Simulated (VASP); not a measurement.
Runs of VASP 6.6.1 on ZnSe. The structure is cubic, space group F-43m (No. 216). Conventional cell: a = 5.665 Å, b = 5.665 Å, c = 5.665 Å, α = 90.00°, β = 90.00°, γ = 90.00°. Within 3.2 Å of Zn (site symmetry -43m) lie 4 Se at 2.45 Å. Se (site symmetry -43m) has 4 Zn at 2.45 Å within 3.2 Å. 

```tsv
level	k mesh	cutoff (eV)	smearing	grid for exact exchange (PRECFOCK)	share of exact exchange	screening parameter	gap on the mesh (eV)	pressure (GPa)
PBE	6 × 6 × 6	500	methfessel-paxton 0.2 eV	-	-	-	1.29	2.5
PBE-based screened hybrid	4 × 4 × 4	520	gaussian 0.01 eV	Normal	0.35	0.3 1/Å	(a)	1.4
PBE	5 × 5 × 5	500	gaussian 0.01 eV	-	-	-	1.29	2.5
PBE	4 × 4 × 4	500	gaussian 0.01 eV	-	-	-	(b)	2.8
PBE	6 × 6 × 6	500	fermi-dirac 0.5 eV	-	-	-	1.30	2.8
PBE+D3(BJ)	6 × 6 × 6	500	gaussian 0.01 eV	-	-	-	1.29	-0.1
PBE	6 × 6 × 6	520	gaussian 0.01 eV	-	-	-	1.29	2.5
PBE	6 × 6 × 6	500	gaussian 0.01 eV	-	-	-	1.29	2.5
```

Alike in all rows: task single point; potentials or basis VASP PAW PBE potentials, release 64 (Zn, Se); no spin polarisation; cell as given.

Estimate the missing entries.

(a) 2.64; (b) 1.28.

Caveats: some runs use coarse meshes; the PAW data sets were made with another functional, which shifts forces and pressure a little (some runs).

A k mesh can miss the band edges, and the runs leave out spin-orbit coupling on Se.
